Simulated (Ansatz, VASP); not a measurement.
# MgO: VASP beside Ansatz

```
Mg O
1.0
     2.13515   -2.13515    0.00000
     2.13515    0.00000   -2.13515
    12.00470   12.00470   12.00470
Mg O
6 6
Direct
  0.66667 0.66667 0.02964
  0.00000 0.00000 0.62251
  0.33333 0.33333 0.14822
  0.66667 0.66667 0.38536
  0.00000 0.00000 0.26679
  0.33333 0.33333 0.50394
  0.66667 0.66667 0.20750
  0.00000 0.00000 0.08893
  0.33333 0.33333 0.32608
  0.66667 0.66667 0.56322
  0.00000 0.00000 0.44465
  0.33333 0.33333 0.68179
```

Alike in both runs: task single point; functional LDA; k mesh 9 × 9 × 2; occupations gaussian, width 0.05 eV; no spin polarisation.

|  | VASP | Ansatz |
| --- | --- | --- |
| version | VASP 6.6.1 | Ansatz 0.2.0 |
| potentials or method | VASP PAW LDA potentials, release 64 (Mg, O), cutoff 520 eV | scalar-relativistic, plane waves, PAW |
| valence electrons in the cell | 48 | 96 |

|  | VASP | Ansatz | Ansatz less VASP |
| --- | --- | --- | --- |
| gap on the k mesh at the Fermi level (eV) | none | none | - |
| rms of the force components (eV/Å) | 0.409 | 0.408 | -0.0015 |

LDA's correlation is that of Perdew and Zunger in VASP and of Perdew and Wang (1992) in Ansatz. Atom by atom the forces differ by 0.012 eV/Å (rms over components). A gap of «none» marks a metal or a gap that the smearing closes. VASP's potentials hold 48 valence electrons a cell and Ansatz's 96, so a difference there can come from the potentials and not from the codes.
